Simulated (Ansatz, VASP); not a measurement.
**Two plane-wave programs on HfN**

File INCAR:

```
SYSTEM = HfN
PREC = Accurate
ENCUT = 520
EDIFF = 1E-6
ISMEAR = 0
SIGMA = 0.15
LREAL = .False.
LASPH = .True.
NELM = 60
ALGO = Normal
ISIF = 2
LWAVE = .False.
LCHARG = .False.
GGA = CA
NBANDS = 23
```

The input KPOINTS:

```
Automatic mesh
0
Gamma
  14 14 10
  0 0 0
```

File POSCAR:

```
HfN
1.0
    0.0000000000     -2.2339756809     -2.2339756809
    0.0000000000      2.2339756809     -2.2339756809
    4.4679513618      0.0000000000      0.0000000000
Hf N
2 2
Direct
    0.5091891323      0.4908108677      0.5000000000
   -0.0091891323      0.0091891323      0.0000000000
    0.4899354686      0.5100645314      0.0000000000
    0.0100645314     -0.0100645314      0.5000000000
```

Input for Ansatz:

```yaml
crystal:
  lattice:
    - [0.0, -2.2339756809, -2.2339756809]
    - [0.0, 2.2339756809, -2.2339756809]
    - [4.4679513618, 0.0, 0.0]
  atoms:
    - { symbol: Hf, position: [0.5091891323, 0.4908108677, 0.5] }
    - { symbol: Hf, position: [-0.0091891323, 0.0091891323, 0.0] }
    - { symbol: "N", position: [0.4899354686, 0.5100645314, 0.0] }
    - { symbol: "N", position: [0.0100645314, -0.0100645314, 0.5] }
basis:
  ecutwfc: 520.0
kpoints:
  mp_grid: { grid: [14, 14, 10] }
hamiltonian:
  xc: lda
  pseudopotentials: { kind: paw, azcp: { folder: soft_1 } }
scf:
  occupations: { method: gaussian, width: 0.15 }
output:
  forces: true
  stress: true
  eigenvalues: true
```

Change from the starting cell: mode 4 frozen in at -0.042 Å and mode 11 at +0.022 Å (largest displacements).

Alike in both runs: task single point; functional LDA; k mesh 14 × 14 × 10; occupations gaussian, width 0.15 eV; no spin polarisation.

|  | VASP | Ansatz |
| --- | --- | --- |
| version | VASP 6.6.1 | Ansatz 0.2.0 |
| potentials or method | VASP PAW LDA potentials, release 64 (Hf_pv, N), cutoff 520 eV | scalar-relativistic, plane waves, PAW |
| valence electrons in the cell | 30 | 62 |

Ansatz gave:

- gap on the k mesh at the Fermi level (eV): none
- pressure (GPa): 0.1
- traceless stress, the component that is largest in VASP (GPa): 0.32
- rms of the force components (eV/Å): 0.229

Q: What did VASP give for the same quantities?

A: gap on the k mesh at the Fermi level (eV): none; pressure (GPa): -1.1; traceless stress, the component that is largest in VASP (GPa): 0.30; rms of the force components (eV/Å): 0.233.

Ansatz warns that its potentials were made for another functional, while VASP's fit it. LDA's correlation is that of Perdew and Zunger in VASP and of Perdew and Wang (1992) in Ansatz. Atom by atom the forces differ by 0.004 eV/Å (rms over components). A gap of «none» marks a metal or a gap that the smearing closes. VASP's potentials hold 30 valence electrons a cell and Ansatz's 62, so a difference there can come from the potentials and not from the codes.

Spin-orbit coupling is off throughout.
